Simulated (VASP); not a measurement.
Input of a VASP 6.6.1 run:

File INCAR:

```
SYSTEM = F
PREC = Accurate
ENCUT = 1350
EDIFF = 1E-6
ISMEAR = 0
SIGMA = 0.05
LREAL = .False.
LASPH = .True.
NELM = 120
ALGO = Normal
ISIF = 2
LWAVE = .False.
LCHARG = .False.
GGA = PS
NBANDS = 22
GGA_COMPAT = .False.
```

File KPOINTS:

```
Automatic mesh
0
Gamma
  4 4 2
  0 0 0
```

File POSCAR:

```
F
1.0
    2.9707572489     -1.8204456838     -0.2291304273
    2.9707572489      1.8204456838     -0.2291304273
   -2.1999449804      0.0000000000      7.2763689445
F
4
Direct
    0.0848459664      0.0848459664      0.0940038325
    0.9151540336      0.9151540336      0.9059961675
    0.5015719855      0.5015719855      0.5937195244
    0.4984280145      0.4984280145      0.4062804756
```

Potentials or basis: VASP PAW PBE potentials, release 64 (F_h).

Run with:

```bash
$ cat potpaw_PBE.64/F_h/POTCAR > POTCAR
$ mpirun -np 1 vasp_std > vasp.out
```

Q: Predict the band gap on the k mesh.

A: 2.85 eV (least direct gap 2.92 eV).

Q: What does it give for the pressure?

A: -1.7 GPa.

Q: Predict the largest force.

A: 0.632 eV/Å.

Stress tensor (GPa, compression positive):
```
-0.93  0.00 -0.22
 0.00 -0.51  0.00
-0.22  0.00 -3.78
```

Caveat: the k points lie up to 0.52 Å⁻¹ apart; this functional lacks dispersion, which holds the molecules together, so the pressure and a relaxed volume are unreliable; the PAW data sets were made with another functional, which shifts forces and pressure a little. A k mesh can miss the band edges.
